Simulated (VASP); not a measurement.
# GaO (P-6m2) in VASP: notebook, part 2 of 2

VASP 6.6.1.

### 5 Relaxation of cell and atoms, PBE

This run uses another cell than the first one, of 11.92 Å³/atom.

INCAR

```
SYSTEM = GaO
PREC     = Accurate       ! precision mode
ENCUT    = 600            ! plane-wave cutoff, eV
EDIFF    = 1E-6           ! SCF threshold, eV
ISMEAR   = 0              ! smearing method
SIGMA    = 0.1            ! smearing width, eV
LREAL    = .FALSE.        ! projectors in reciprocal space
LASPH    = .TRUE.         ! aspherical terms in the spheres
NELM     = 100            ! most SCF steps
ALGO     = Normal         ! electronic algorithm
ISIF     = 3              ! what is computed and relaxed
LWAVE    = .FALSE.        ! write WAVECAR
LCHARG   = .FALSE.        ! write CHGCAR
GGA      = PE             ! functional
IBRION   = 2              ! ionic algorithm
NSW      = 90             ! ionic steps
EDIFFG   = -0.04          ! ionic threshold
```

KPOINTS

```
Automatic mesh
0
G
  6 6 6
  0 0 0
```

POSCAR

```
GaO
1.0
    3.0813587442      0.0000000000      0.0000000000
   -1.5406793721      2.6685349507      0.0000000000
    0.0000000000      0.0000000000      2.9003885166
Ga O
1 1
Direct
    0.0000000000      0.0000000000      0.0000000000
    0.6666666667      0.3333333333      0.5000000000
```

Potentials or basis: VASP PAW PBE potentials, release 64 (Ga_d, O).

Started as:

```
$ cat potpaw_PBE.64/Ga_d/POTCAR potpaw_PBE.64/O/POTCAR > POTCAR
$ mpirun -np 1 vasp_std > vasp.out
```

OUTCAR:

```text
SYSTEM = GaO
   PREC = Accurate
   ENCUT = 600
   EDIFF = 1E-6
   ISMEAR = 0
   LREAL = .FALSE.
   LASPH = .TRUE.
   NELM = 100
   ISIF = 3
   GGA = PE
   IBRION = 2
   NSW = 90
   EDIFFG = -0.04

 ion  position               nearest neighbor table
   1  0.000  0.000  0.000-   2 2.30   2 2.30   2 2.30   2 2.30   2 2.30   2 2.30
   2  0.667  0.333  0.500-   1 2.30   1 2.30   1 2.30   1 2.30   1 2.30   1 2.30

  LATTYP: Found a hexagonal cell.
 ALAT       =     3.0813587442
 C/A-ratio  =     0.9412693417

  Lattice vectors:

 A1 = (   3.0813587442,   0.0000000000,   0.0000000000)
 A2 = (  -1.5406793721,   2.6685349507,   0.0000000000)
 A3 = (   0.0000000000,   0.0000000000,   2.9003885166)

Analysis of symmetry for initial positions (statically):
=====================================================================
 Subroutine PRICEL returns:
 Original cell was already a primitive cell.

 Routine SETGRP: Setting up the symmetry group for a
 hexagonal supercell.

 Subroutine GETGRP returns: Found 12 space group operations
 (whereof 12 operations were pure point group operations)
 out of a pool of 24 trial point group operations.

The static configuration has the point symmetry D_3h.

Analysis of symmetry for dynamics (positions and initial velocities):
=====================================================================
 Subroutine PRICEL returns:
 Original cell was already a primitive cell.

 Routine SETGRP: Setting up the symmetry group for a
 hexagonal supercell.

 Subroutine GETGRP returns: Found 12 space group operations
 (whereof 12 operations were pure point group operations)
 out of a pool of 24 trial point group operations.

The dynamic configuration has the point symmetry D_3h.

 Subroutine INISYM returns: Found 12 space group operations
 (whereof 12 operations are pure point group operations),
 and found     1 'primitive' translations

----------------------------------------------------------------------------------------

[... 136 lines left out ...]
 Free energy of the ion-electron system (eV)
  ---------------------------------------------------
  ext. energy  EPLUGINS =         0.00000000
  ---------------------------------------------------
  free energy    TOTEN  =        -9.25571763 eV

  energy without entropy =       -9.24922441  energy(sigma->0) =       -9.25247102

------------------------ aborting loop because EDIFF is reached ----------------------------------------

  FORCE on cell =-STRESS in cart. coord.  units (eV):
  Direction    XX          YY          ZZ          XY          YZ          ZX
  --------------------------------------------------------------------------------------
  -------------------------------------------------------------------------------------
  Total       -0.2701445     -0.2701445      0.8885136      0.0000000      0.0000000      0.0000000
  in kB      -18.1482744    -18.1482744     59.6902389      0.0000000      0.0000000      0.0000000
  external PRESSURE =       7.7978967 kB  Pullay stress =       0.0000000 kB
[... 95 lines left out ...]
--------------------------------------- Ionic step        4  -------------------------------------------

 number of electron      18.9999989 magnetization

 Free energy of the ion-electron system (eV)
  ---------------------------------------------------
  ext. energy  EPLUGINS =         0.00000000
  ---------------------------------------------------
  free energy    TOTEN  =        -9.26874584 eV

  energy without entropy =       -9.26231424  energy(sigma->0) =       -9.26553004

 E-fermi :   6.3779     XC(G=0): -11.7230

 val. band max:        6.3508985574   @ k =   0.3333   0.3333   0.3333
 cond. band min:       6.4343083551   @ k =   0.3333  -0.0000   0.1667
 fundamental gap:      0.0834097977
 Fermi energy:         6.3778518407

 k-point     1 :       0.0000    0.0000    0.0000
  band No.  band energies     occupation
      1     -13.7443      2.00000
      2      -8.9628      2.00000
      3      -8.8642      2.00000
      4      -8.8642      2.00000
      5      -8.6682      2.00000
      6      -8.6682      2.00000
      7       1.2801      2.00000
      8       2.0422      2.00000
      9       3.0869      2.00000
     10       3.0869      2.00000
     11      15.6885      0.00000
     12      15.6885      0.00000
     13      15.9442      0.00000
[... 354 lines left out ...]
  band No.  band energies     occupation
      1     -12.5617      2.00000
      2      -8.9214      2.00000
      3      -8.8124      2.00000
      4      -8.6941      2.00000
      5      -8.6464      2.00000
      6      -8.5586      2.00000
      7      -1.6251      2.00000
      8       0.7016      2.00000
      9       3.1354      2.00000
     10       5.7704      2.00000
     11      11.5459      0.00000
     12      11.6840      0.00000
     13      14.1119      0.00000

 [... further k-points ...]

------------------------ aborting loop because EDIFF is reached ----------------------------------------

  FORCE on cell =-STRESS in cart. coord.  units (eV):
  Direction    XX          YY          ZZ          XY          YZ          ZX
  --------------------------------------------------------------------------------------
  -------------------------------------------------------------------------------------
  Total       -0.0028308     -0.0028308     -0.0131863      0.0000000      0.0000000      0.0000000
  in kB       -0.1912262     -0.1912262     -0.8907566      0.0000000      0.0000000      0.0000000
  external PRESSURE =      -0.4244030 kB  Pullay stress =       0.0000000 kB
[... 17 lines left out ...]
  FREE ENERGIE OF THE ION-ELECTRON SYSTEM (eV)
  ---------------------------------------------------
  free  energy   TOTEN  =        -9.2687458434 eV

  energy  without entropy=       -9.2623142382  energy(sigma->0) =       -9.26553004

 reached required accuracy - stopping structural energy minimisation
```

OSZICAR:

```text
N       E                     dE             d eps       ncg     rms          rms(c)
DAV:   1     0.109535572141E+03    0.10954E+03   -0.11070E+04   792   0.270E+03
DAV:   2    -0.787228343409E+00   -0.11032E+03   -0.10608E+03   793   0.409E+02
DAV:   3    -0.104432051434E+02   -0.96560E+01   -0.95309E+01   813   0.100E+02
[... 27 lines left out ...]
DAV:   2    -0.927648940657E+01    0.30300E-01   -0.82995E-02   893   0.436E+00    0.503E-01
DAV:   3    -0.927089854313E+01    0.55909E-02   -0.78514E-03   923   0.228E+00    0.271E-01
DAV:   4    -0.926893384009E+01    0.19647E-02   -0.19375E-03  1054   0.710E-01    0.560E-02
DAV:   5    -0.926874587817E+01    0.18796E-03   -0.23644E-04   910   0.271E-01    0.850E-03
DAV:   6    -0.926874584342E+01    0.34753E-07   -0.87848E-06   938   0.383E-02
   4 F= -.92687458E+01 E0= -.92655300E+01  d E =-.162593E-02
```

CONTCAR:

```text
GaO
   1.00000000000000
     3.0406100563985548    0.0000000000000000    0.0000000000000000
    -1.5203050281992774    2.6332455518911160   -0.0000000000000000
    -0.0000000000000000    0.0000000000000000    2.9622639206148929
  Ga              O
     1     1
Direct
     1.0000000000000000    0.0000000000000000    0.0000000000000000
     0.6666666667000030    0.3333333332999970    0.5000000000000000

  0.00000000E+00  0.00000000E+00  0.00000000E+00
  0.00000000E+00  0.00000000E+00  0.00000000E+00
```

Wall time 44 s (1 thread of Intel Xeon 8259CL, shared host); peak memory 0.16 GiB.

What came out:

```
Free energy                           : -9.2687 eV
Relaxed volume                        : 11.86 Å³/atom
Relaxed cell                          : a = 3.041 Å, b = 3.041 Å, c = 2.962 Å, α = 90.00°, β = 90.00°, γ = 120.00°
Space group after relaxing (to 0.1 Å) : P-6m2 (No. 187)
Energy gained by relaxing             : 6.5 meV/atom
Ionic steps                           : 4
Pressure after relaxing               : 0.0 GPa
Band gap on the k mesh                : zero (an odd number of electrons rules out a gap without spin polarisation)
```

Step by step:
```csv
step,energy change (eV),largest force (eV/Å),pressure (GPa),volume (Å³)
1,0.0000,0.0000,0.78,23.85
2,-0.0114,0.0000,-1.38,24.04
3,-0.0114,0.0000,-1.37,24.05
4,-0.0130,0.0000,-0.04,23.72
```

Final structure:
```yaml
crystal:
  lattice:
    - [3.04061, 0.00000, 0.00000]
    - [-1.52031, 2.63325, 0.00000]
    - [0.00000, 0.00000, 2.96226]
  atoms:
    - { symbol: Ga, position: [0.00000, 0.00000, 0.00000] }
    - { symbol: O, position: [0.66667, 0.33333, 0.50000] }
```

Caveat: the k points lie up to 0.40 Å⁻¹ apart in the final cell, too coarse for converged energies and pressures of a metal; an odd number of electrons without spin polarisation forces a metal; a magnetic or distorted state may lie lower.

### 6 Relaxation of cell and atoms, PBE, collinear spin, ferromagnetic start

This run uses another cell than the first one, of 13.30 Å³/atom.

INCAR

```
SYSTEM = GaO
PREC = Accurate ; ENCUT = 600
EDIFF = 1E-6 ; ISMEAR = 0
SIGMA = 0.1 ; LREAL = .FALSE.
LASPH = .TRUE. ; NELM = 150
ALGO = Normal ; ISIF = 3
LWAVE = .FALSE. ; LCHARG = .FALSE.
ISPIN = 2 ; MAGMOM = 0 1
LORBIT = 11 ; GGA = PE
IBRION = 2 ; NSW = 90
EDIFFG = -0.04
```

KPOINTS

```
Automatic mesh
0
G
  6 6 4
  0 0 0
```

POSCAR

```
GaO
1.0
    2.7361289700      0.0000000000      0.0000000000
   -1.3680644800      2.3695571900      0.0000000000
    0.0000000000      0.0000000000      4.1023154000
Ga O
1 1
Direct
    0.0000000000      0.0000000000      0.0000000000
    0.6666666700      0.3333333300      0.5000000000
```

Potentials or basis: VASP PAW PBE potentials, release 64 (Ga_d, O).

Started as:

```
$ cat potpaw_PBE.64/Ga_d/POTCAR potpaw_PBE.64/O/POTCAR > POTCAR
$ mpirun -np 1 vasp_std > vasp.out
```

It took 4.3 min on 1 thread of Intel Xeon 8259CL, shared host; peak memory 0.19 GiB.

The run converged. Its results:

```
Free energy                                           : -9.2813 eV
Relaxed volume                                        : 11.91 Å³/atom
Relaxed cell                                          : a = 3.074 Å, b = 3.074 Å, c = 2.911 Å, α = 90.00°, β = 90.00°, γ = 120.00°
Space group after relaxing (to 0.1 Å)                 : P-6m2 (No. 187)
Pressure after relaxing                               : 0.2 GPa
Net moment                                            : 0.00 μB per cell
Valence electrons inside the program's atomic spheres : Ga 11.40; O 4.90
```

Stress tensor (GPa, compression positive):
```
 0.48  0.00  0.00
 0.00  0.48  0.00
 0.00  0.00 -0.32
```

Final structure:
```
CELL_PARAMETERS angstrom
3.07441 0.00000 0.00000
-1.53720 2.66252 0.00000
0.00000 0.00000 2.91110
ATOMIC_POSITIONS crystal
Ga 0.00000 0.00000 0.00000
O 0.66667 0.33333 0.50000
```

Levels at points of the mesh, in eV from the Fermi level:
Spin up:
```
           k point  band 6  band 7  band 8  band 9  band 10  band 11  band 12  band 13  band 14
(0.00, 0.00, 0.00)  -15.49   -5.41   -4.41   -3.76    -3.76     8.49     8.49     9.29    10.81
(0.50, 0.00, 0.00)  -15.49   -8.99   -4.77   -3.52    -0.60     2.49     8.85     9.11     9.67
(0.00, 0.00, 0.50)  -15.61   -9.98   -3.35   -3.35     1.47     1.50    10.49    10.49    15.38
(0.50, 0.00, 0.50)  -15.29   -7.17   -6.70   -3.74    -2.50     4.29     4.96     6.59    10.08
```
Spin down:
```
           k point  band 7  band 8  band 9  band 10  band 11  band 12  band 13  band 14
(0.00, 0.00, 0.00)   -5.41   -4.41   -3.76    -3.76     8.49     8.49     9.29    10.81
(0.50, 0.00, 0.00)   -8.99   -4.77   -3.52    -0.60     2.49     8.85     9.11     9.67
(0.00, 0.00, 0.50)   -9.98   -3.35   -3.35     1.47     1.50    10.49    10.49    15.38
(0.50, 0.00, 0.50)   -7.17   -6.70   -3.74    -2.50     4.29     4.96     6.59    10.08
```

Caveat: the k points lie up to 0.54 Å⁻¹ apart in the final cell; a cell axis changed by over 15 % at a fixed basis, so the end point is rough.

### 7 The runs side by side

```tsv
task	spin	cell	k mesh	cutoff (eV)	gap on the mesh (eV)	pressure (GPa)	moment (μB)	relaxed volume (Å³/atom)
single point	off	a = 3.042, b = 3.042, c = 2.959 Å, angles 90.0, 90.0, 120.0°, 2 atoms	6 × 6 × 6	520	none	0.2	-	-
single point	collinear, ferromagnetic start	a = 3.081, b = 3.081, c = 2.900 Å, angles 90.0, 90.0, 120.0°, 2 atoms	6 × 6 × 4	520	none	0.3	0.00	-
single point	collinear, ferromagnetic start	a = 2.736, b = 2.736, c = 4.102 Å, angles 90.0, 90.0, 120.0°, 2 atoms	6 × 6 × 4	520	none	-9.5	0.00	-
relaxation of cell and atoms	off	relaxed from a = 3.081, b = 3.081, c = 2.900 Å, angles 90.0, 90.0, 120.0°, 2 atoms	6 × 6 × 6	600	none	0.0	-	11.86
relaxation of cell and atoms	collinear, ferromagnetic start	relaxed from a = 2.736, b = 2.736, c = 4.102 Å, angles 90.0, 90.0, 120.0°, 2 atoms	6 × 6 × 4	600	none	0.2	0.00	11.91
```

Alike in all rows: level PBE; potentials or basis VASP PAW PBE potentials, release 64 (Ga_d, O); smearing gaussian 0.1 eV.

Caveats: all runs use coarse meshes; an odd number of electrons without spin polarisation forces a metal (at least some runs); a magnetic or distorted state may lie lower (at least some runs); a cell axis changed by over 15 % at a fixed basis, so the end point is rough (at least some runs).

Total energies depend on the potentials used, so only differences within one code and one set of settings carry meaning.

The gap in the log of VASP goes by the Fermi energy; the results here count the filled bands.